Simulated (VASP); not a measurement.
# ZnO (I-42d) in VASP: relaxation of cell and atoms with PBE

Aim: the relaxation of cell and atoms of ZnO with PBE.

All numbers are computed with VASP 6.6.1; they aren't measurements. Logs are shortened: lines on timing, memory, paths and dates and some standing lists are left out, and cuts for length are marked.

## Step 1: The cell of the first run

The structure is tetragonal, space group I-42d (No. 122). The conventional cell has a = 3.829 Å, b = 3.829 Å, c = 7.084 Å, α = 90.00°, β = 90.00°, γ = 90.00°. Zn (site symmetry 2) has 6 O at 1.65 to 2.18 Å within 2.2 Å. Within 2.2 Å of O (site symmetry 2) lie 6 Zn at 1.65 to 2.18 Å.

The cell was built from a structure type or drawn by symmetry, and may not be a known phase.

## Step 2: Relaxation of cell and atoms, PBE

INCAR

```
SYSTEM = ZnO
ALGO = Normal ; EDIFF = 1E-6
EDIFFG = -0.04 ; ENCUT = 600
GGA = PE ; IBRION = 2
ISIF = 3 ; ISMEAR = 0
LASPH = .True. ; LCHARG = .False.
LREAL = .False. ; LWAVE = .False.
NELM = 60 ; NSW = 90
PREC = Accurate ; SIGMA = 0.1
```

KPOINTS

```
k-points
0
Gamma
  6 6 6
  0 0 0
```

POSCAR

```
ZnO
1.0
   -1.9144167100      1.9144167100      3.5418747700
    1.9144167100     -1.9144167100      3.5418747700
    1.9144167100      1.9144167100     -3.5418747700
Zn O
4 4
Direct
    0.6600961200      0.6250000000      0.5350961200
    0.0899038800      0.1250000000      0.4649038800
    0.3750000000      0.9100961200      0.0350961200
    0.8750000000      0.3399038800      0.9649038800
    0.3750000000      0.3399038800      0.4649038800
    0.8750000000      0.9100961200      0.5350961200
    0.0899038800      0.6250000000      0.9649038800
    0.6600961200      0.1250000000      0.0350961200
```

Potentials or basis: VASP PAW PBE potentials, release 64 (Zn, O).

On the command line:

```bash
$ cat potpaw_PBE.64/Zn/POTCAR potpaw_PBE.64/O/POTCAR > POTCAR
$ mpirun -np 1 vasp_std > vasp.out
```

OUTCAR:

```text
SYSTEM = ZnO
   EDIFF = 1E-6
   EDIFFG = -0.04
   ENCUT = 600
   GGA = PE
   IBRION = 2
   ISIF = 3
   ISMEAR = 0
   LASPH = .True.
   LREAL = .False.
   NELM = 60
   NSW = 90
   PREC = Accurate

 ion  position               nearest neighbor table
   1  0.660  0.625  0.535-   7 1.65   6 1.78   5 1.78   8 1.91   8 1.91   7 2.18   4 2.51   4 2.51
                             3 2.51   3 2.51   2 2.52   2 2.52   3 2.71   4 2.71   4 2.71   3 2.71
   2  0.090  0.125  0.465-   8 1.65   6 1.78   5 1.78   7 1.91   7 1.91   8 2.18   4 2.51   4 2.51
                             3 2.51   3 2.51   1 2.52   1 2.52   3 2.71   4 2.71   4 2.71   3 2.71
   3  0.375  0.910  0.035-   5 1.65   7 1.78   8 1.78   6 1.91   6 1.91   5 2.18   2 2.51   2 2.51
                             1 2.51   1 2.51   4 2.52   4 2.52   1 2.71   1 2.71   2 2.71   2 2.71
   4  0.875  0.340  0.965-   6 1.65   8 1.78   7 1.78   5 1.91   5 1.91   6 2.18   2 2.51   2 2.51
                             1 2.51   1 2.51   3 2.52   3 2.52   1 2.71   2 2.71   1 2.71   2 2.71
   5  0.375  0.340  0.465-   3 1.65   2 1.78   1 1.78   4 1.91   4 1.91   3 2.18
   6  0.875  0.910  0.535-   4 1.65   2 1.78   1 1.78   3 1.91   3 1.91   4 2.18
   7  0.090  0.625  0.965-   1 1.65   3 1.78   4 1.78   2 1.91   2 1.91   1 2.18
   8  0.660  0.125  0.035-   2 1.65   4 1.78   3 1.78   1 1.91   1 1.91   2 2.18

  LATTYP: Found a body centered tetragonal cell.
 ALAT       =     3.8288334200
 C/A-ratio  =     1.8501064849

  Lattice vectors:

 A1 = (  -1.9144167100,   1.9144167100,   3.5418747700)
 A2 = (   1.9144167100,  -1.9144167100,   3.5418747700)
 A3 = (   1.9144167100,   1.9144167100,  -3.5418747700)

Analysis of symmetry for initial positions (statically):
=====================================================================
 Subroutine PRICEL returns:
 Original cell was already a primitive cell.

 Routine SETGRP: Setting up the symmetry group for a
 body centered tetragonal supercell.

 Subroutine GETGRP returns: Found  8 space group operations
 (whereof  4 operations were pure point group operations)
 out of a pool of 16 trial point group operations.

The static configuration has the point symmetry S_4 .
 The point group associated with its full space group is D_2d.

Analysis of symmetry for dynamics (positions and initial velocities):
=====================================================================
 Subroutine PRICEL returns:
 Original cell was already a primitive cell.

 Routine SETGRP: Setting up the symmetry group for a
 body centered tetragonal supercell.

 Subroutine GETGRP returns: Found  8 space group operations
 (whereof  4 operations were pure point group operations)
 out of a pool of 16 trial point group operations.

The dynamic configuration has the point symmetry S_4 .
 The point group associated with its full space group is D_2d.

 Subroutine INISYM returns: Found  8 space group operations
 (whereof  4 operations are pure point group operations),
 and found     1 'primitive' translations

----------------------------------------------------------------------------------------

                                     Primitive cell

  volume of cell :      51.9238

  direct lattice vectors                    reciprocal lattice vectors
    -1.914416710  1.914416710  3.541874770     0.000000000  0.261176157  0.141168176
     1.914416710 -1.914416710  3.541874770     0.261176157  0.000000000  0.141168176
     1.914416710  1.914416710 -3.541874770     0.261176157  0.261176157  0.000000000

  length of vectors
     4.458122875  4.458122875  4.458122875     0.296886239  0.296886239  0.369358864

  position of ions in fractional coordinates (direct lattice)
     0.660096120  0.625000000  0.535096120
     0.089903880  0.125000000  0.464903880
     0.375000000  0.910096120  0.035096120
     0.875000000  0.339903880  0.964903880
     0.375000000  0.339903880  0.464903880
     0.875000000  0.910096120  0.535096120
     0.089903880  0.625000000  0.964903880
     0.660096120  0.125000000  0.035096120

  ion indices of the primitive-cell ions
   primitive index   ion index
                 1           1
                 2           2
                 3           3
                 4           4
                 5           5
                 6           6
                 7           7
                 8           8

----------------------------------------------------------------------------------------

 KPOINTS: k-points

Automatic generation of k-mesh.
 Grid dimensions read from file:
 generate k-points for:    6    6    6

 Generating k-lattice:

  Cartesian coordinates                     Fractional coordinates (reciprocal lattice)
     0.000000000  0.043529360  0.023528029     0.166666667  0.000000000  0.000000000
     0.043529360  0.000000000  0.023528029     0.000000000  0.166666667  0.000000000
     0.043529360  0.043529360  0.000000000     0.000000000  0.000000000  0.166666667

  Length of vectors
     0.049481040  0.049481040  0.061559811

  Shift w.r.t. Gamma in fractional coordinates (k-lattice)
     0.000000000  0.000000000  0.000000000

 Subroutine IBZKPT returns following result:
 ===========================================

 Found     30 irreducible k-points:

 Following reciprocal coordinates:
            Coordinates               Weight
  0.000000  0.000000  0.000000      1.000000
  0.166667  0.000000  0.000000      8.000000
  0.333333 -0.000000  0.000000      8.000000
  0.500000 -0.000000  0.000000      4.000000
  0.166667  0.166667  0.000000      8.000000
  0.333333  0.166667  0.000000     16.000000
[... 16 lines left out ...]
 -0.333333 -0.333333  0.166667      8.000000
 -0.166667 -0.333333  0.166667      8.000000
 [... further k-points ...]
   k-points           NKPTS =     30   k-points in BZ     NKDIM =     30   number of bands    NBANDS=     43
   number of dos      NEDOS =    301   number of ions     NIONS =      8
   total plane-waves  NPLWV =  46656
   dimension x,y,z NGX =    36 NGY =   36 NGZ =   36
   dimension x,y,z NGXF=    72 NGYF=   72 NGZF=   72
   ions per type =               4   4
   NGX,Y,Z   is equivalent  to a cutoff of  13.42, 13.42, 13.42 a.u.
   NGXF,Y,Z  is equivalent  to a cutoff of  26.85, 26.85, 26.85 a.u.
 SYSTEM =  ZnO
   PREC   = accura    normal or accurate (medium, high low for compatibility)
   ISTART =      0    job   : 0-new  1-cont  2-samecut
   ICHARG =      2    charge: 1-file 2-atom 10-const
   ISPIN  =      1    spin polarized calculation?
   LNONCOLLINEAR =      F non collinear calculations
   LSORBIT =      F    spin-orbit coupling
   LASPH  =      T    aspherical Exc in radial PAW
   ENCUT  =  600.0 eV  44.10 Ry    6.64 a.u.   8.90  8.90  8.90*2*pi/ulx,y,z
   NELM   =     60;   NELMIN=  2; NELMDL= -5     # of ELM steps
   EDIFF  = 0.1E-05   stopping-criterion for ELM
   LREAL  =      F    real-space projection
   EDIFFG = -.4E-01   stopping-criterion for IOM
   NSW    =     90    number of steps for IOM
   IBRION =      2    ionic relax: 0-MD 1-quasi-New 2-CG
   NFREE  =      1    steps in history (QN), initial steepest desc. (CG)
   ISIF   =      3    stress and relaxation
   ISYM   =      2    0-nonsym 1-usesym 2-fastsym
   POTIM  = 0.5000    time-step for ionic-motion
   TEBEG  =    0.0;   TEEND  =   0.0 temperature during run
   PSTRESS=    0.0 pullay stress
   NELECT =      72.0000    total number of electrons
   NUPDOWN=      -1.0000    fix difference up-down
   EMIN   =  10.00;   EMAX   =-10.00  energy-range for DOS
   EFERMI =   0.00;   METHOD = LEGACY
   ISMEAR =     0;   SIGMA  =   0.10  broadening in eV -4-tet -1-fermi 0-gaus
   EFERMI_NEDOS =   21; number of points for ismear=-14 and -15
   IALGO  =     38    algorithm
   IMIX   =      4    mixing-type and parameters
     AMIX     =   0.40;   BMIX     =  1.00
     AMIX_MAG =   1.60;   BMIX_MAG =  1.00
  volume/ion in A,a.u.               =       6.49        43.80
  Fermi-wavevector in a.u.,A,eV,Ry     =   1.825564  3.449815 45.343893  3.332682
  Thomas-Fermi vector in A             =   2.881060
   LORBIT       =      0    0 simple, 1 ext, 2 COOP (PROOUT), +10 PAW based schemes
   GGA     = PE    functional components
   LHFCALC =     F    Hartree Fock is set to
   AEXX    =    0.0000 exact exchange contribution
   IVDW    =     0    specifies the selected vdW correction
   LEPSILON=     F    determine dielectric tensor
   LRPA    =     F    only Hartree local field effects (RPA)
 conjugate gradient relaxation of ions
 non-spin polarized calculation
 Gauss-broadening in eV      SIGMA  =   0.10
  energy-cutoff  :      600.00
  volume of cell :       51.92
 maximum number of plane-waves:      1758
   NGX = 17   NGY = 17   NGZ = 17

--------------------------------------- Ionic step        1  -------------------------------------------

 number of electron      72.0000000 magnetization

 Free energy of the ion-electron system (eV)
  ---------------------------------------------------
  ext. energy  EPLUGINS =         0.00000000
  ---------------------------------------------------
  free energy    TOTEN  =       -16.80978690 eV

  energy without entropy =      -16.80978690  energy(sigma->0) =      -16.80978690

 E-fermi :   9.0935     XC(G=0): -14.7648

 val. band max:        8.6555635681   @ k =   0.5000   0.5000   0.0000
 cond. band min:      11.5599799110   @ k =   0.0000   0.0000   0.0000
 fundamental gap:      2.9044163429
 Fermi energy:         9.0935427240

 k-point     1 :       0.0000    0.0000    0.0000
  band No.  band energies     occupation
      1     -15.8109      2.00000
      2     -12.7443      2.00000
      3     -12.5461      2.00000
      4     -12.5461      2.00000
      5      -2.4626      2.00000
      6      -1.6081      2.00000
[... 1093 lines left out ...]
     42      20.1086      0.00000
     43      20.3412      0.00000

 [... further k-points ...]
[... 5 lines left out ...]
  --------------------------------------------------------------------------------------
  -------------------------------------------------------------------------------------
  Total       77.8077259     77.8077259     85.6273536      0.0000000      0.0000000      0.0000000
  in kB     2400.8617840   2400.8617840   2642.1468902      0.0000000      0.0000000      0.0000000
  external PRESSURE =    2481.2901528 kB  Pullay stress =       0.0000000 kB
[... 29 lines left out ...]
--------------------------------------- Ionic step        2  -------------------------------------------

 number of electron      71.9999862 magnetization

 E-fermi :  -2.0125     XC(G=0):  -8.2127

 val. band max:       -2.1163999982   @ k =   0.0000   0.0000   0.0000
 cond. band min:      -1.7096458077   @ k =   0.1667   0.0000   0.0000
 fundamental gap:      0.4067541905
 Fermi energy:        -2.0124988017

 k-point     1 :       0.0000    0.0000    0.0000
  band No.  band energies     occupation
      1     -18.0015      2.00000
      2     -17.7720      2.00000
      3     -17.7144      2.00000
      4     -17.7144      2.00000
      5      -7.4087      2.00000
      6      -7.3859      2.00000
[... 1093 lines left out ...]
     42       4.6875      0.00000
     43       4.9502      0.00000

 [... further k-points ...]
[... 5 lines left out ...]
  --------------------------------------------------------------------------------------
  -------------------------------------------------------------------------------------
  Total      -42.7291380    -42.7291380    -53.2835580      0.0000000      0.0000000      0.0000000
  in kB     -402.8099954   -402.8099954   -502.3071081      0.0000000      0.0000000      0.0000000
  external PRESSURE =    -435.9756996 kB  Pullay stress =       0.0000000 kB
[... 65 lines left out ...]
  FREE ENERGIE OF THE ION-ELECTRON SYSTEM (eV)
  ---------------------------------------------------
  free  energy   TOTEN  =       -33.5637118238 eV

  energy  without entropy=      -33.5635832971  energy(sigma->0) =      -33.56364756

[... ionic steps 4 to 14 ...]

--------------------------------------- Ionic step       15  -------------------------------------------

 number of electron      71.9999979 magnetization

------------------------ aborting loop because EDIFF is reached ----------------------------------------
[... 79 lines left out ...]
--------------------------------------- Ionic step       17  -------------------------------------------

 number of electron      71.9999973 magnetization

 Free energy of the ion-electron system (eV)
  ---------------------------------------------------
  ext. energy  EPLUGINS =         0.00000000
  ---------------------------------------------------
  free energy    TOTEN  =       -34.41223740 eV

  energy without entropy =      -34.41223739  energy(sigma->0) =      -34.41223740

 E-fermi :   2.8176     XC(G=0): -12.1173

 val. band max:        2.4596168841   @ k =   0.5000   0.5000   0.0000
 cond. band min:       3.1562030855   @ k =   0.0000   0.0000   0.0000
 fundamental gap:      0.6965862013
 Fermi energy:         2.8175806717

 k-point     1 :       0.0000    0.0000    0.0000
  band No.  band energies     occupation
      1     -15.8979      2.00000
      2     -14.4819      2.00000
      3     -14.4266      2.00000
      4     -14.4266      2.00000
      5      -3.1583      2.00000
      6      -3.1583      2.00000
[... 1093 lines left out ...]
     42      12.5509      0.00000
     43      12.5738      0.00000

 [... further k-points ...]
[... 5 lines left out ...]
  --------------------------------------------------------------------------------------
  -------------------------------------------------------------------------------------
  Total        0.0520232      0.0520232      0.1111884      0.0000000      0.0000000      0.0000000
  in kB        1.0305538      1.0305538      2.2025890      0.0000000      0.0000000      0.0000000
  external PRESSURE =       1.4212322 kB  Pullay stress =       0.0000000 kB
[... 23 lines left out ...]
  FREE ENERGIE OF THE ION-ELECTRON SYSTEM (eV)
  ---------------------------------------------------
  free  energy   TOTEN  =       -34.4122373992 eV

  energy  without entropy=      -34.4122373936  energy(sigma->0) =      -34.41223740

 reached required accuracy - stopping structural energy minimisation
```

Wall time 32 min (1 thread of Intel Xeon 8259CL, shared host); peak memory 0.25 GiB.

Results:

```yaml
Free_energy: -34.4122 eV
Relaxed_volume: 10.11 Å³/atom
Relaxed_cell: a = 5.267 Å, b = 5.267 Å, c = 5.267 Å, α = 131.23°, β = 131.23°, γ = 71.44°
Space_group_after_relaxing_to_0.1_Å: I4/mmm (No. 139)
Energy_gained_by_relaxing: 2200.3 meV/atom
Ionic_steps: 17
Pressure_after_relaxing: 0.1 GPa
Largest_force_after_relaxing: 0.011 eV/Å
Band_gap_on_the_k_mesh: 0.70 eV (least direct gap 1.97 eV)
```

Forces on the atoms (eV/Å):
```
Zn   0.000  0.011  0.000
Zn   0.000 -0.011  0.000
Zn   0.011  0.000  0.000
Zn  -0.011  0.000  0.000
O   -0.010  0.000  0.000
O    0.010  0.000  0.000
O    0.000 -0.010  0.000
O    0.000  0.010  0.000
```

The path:
```tsv
step	energy change (eV)	largest force (eV/Å)	pressure (GPa)	volume (Å³)
1	0.0000	8.8860	248.13	51.92
2	-0.8973	1.0850	-43.60	169.96
3	-16.7539	0.9451	-9.95	90.22
4	-16.9956	0.9900	-5.51	87.07
5	-17.2004	1.0479	5.11	81.11
6	-17.1968	1.0433	3.65	81.78
7	-17.3710	0.4189	-5.62	84.93
8	-17.3711	0.4127	-5.63	84.97
9	-17.5144	0.2544	-1.53	82.36
10	-17.5482	0.1564	2.00	80.54
11	-17.5853	0.0865	0.68	80.85
12	-17.5884	0.1611	0.09	80.98
13	-17.5974	0.0951	-0.18	81.05
14	-17.6018	0.0144	-0.52	81.13
15	-17.6019	0.0101	-0.61	81.14
16	-17.6016	0.0177	0.71	80.54
17	-17.6025	0.0107	0.14	80.88
```

Final structure:
```
CELL_PARAMETERS angstrom
-2.17451 2.17451 4.27615
2.17451 -2.17451 4.27615
2.17451 2.17451 -4.27615
ATOMIC_POSITIONS crystal
Zn 0.62469 0.62500 0.49969
Zn 0.12531 0.12500 0.50031
Zn 0.37500 0.87469 0.99969
Zn 0.87500 0.37531 0.00031
O 0.37500 0.37520 0.50020
O 0.87500 0.87480 0.49980
O 0.12520 0.62500 0.00020
O 0.62480 0.12500 0.99980
```

Caveat: the volume moved by over 15 % at a fixed basis, so the end points are rough.
